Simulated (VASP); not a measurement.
Input of a VASP 6.6.1 run:

Contents of POSCAR:

```
Pd
1.0
   -1.6031178681      1.6031178681      1.6031178681
    1.6031178681     -1.6031178681      1.6031178681
    1.6031178681      1.6031178681     -1.6031178681
Pd
1
Direct
    0.0000000000      0.0000000000      0.0000000000
```

Contents of INCAR.step1:

```
  PREC = Accurate
  ENCUT = 520
  EDIFF = 1E-5
  ISMEAR = -1
  SIGMA = 0.05
  LREAL = F
  LASPH = T
  NELM = 100
  ALGO = Normal
  ISIF = 2
  LWAVE = T
  NBANDS = 11
  GGA = PE
```

INCAR.step2

```
  PREC = Accurate
  ENCUT = 520
  EDIFF = 1E-7
  ISMEAR = -1
  SIGMA = 0.05
  LREAL = F
  LASPH = T
  NELM = 100
  ALGO = Normal
  ISIF = 2
  LWAVE = F
  LCHARG = T
  GGA = PE
  LHFCALC = T
  AEXX = 0.25
  PRECFOCK = Normal
  LELF = T
  LVHAR = T
  NBANDS = 11
  ISTART = 1
```

File KPOINTS:

```
regular mesh
0
Gamma
  8 8 8
```

Potentials or basis: VASP PAW PBE potentials, release 64 (Pd).

Run with:

```console
$ cat potpaw_PBE.64/Pd/POTCAR > POTCAR
$ cp INCAR.step1 INCAR
$ mpirun -np 1 vasp_std > vasp.out
$ cp INCAR.step2 INCAR
$ mpirun -np 1 vasp_std > vasp.out
```

Q: Predict the pressure.

A: -11.2 GPa.

Q: What does it give for the band gap on the k mesh?

A: Zero (bands 5 and 6 overlap by 2.60 eV).

Caveat: the cell stands under tension; the PAW data sets were made with another functional, which shifts forces and pressure a little.
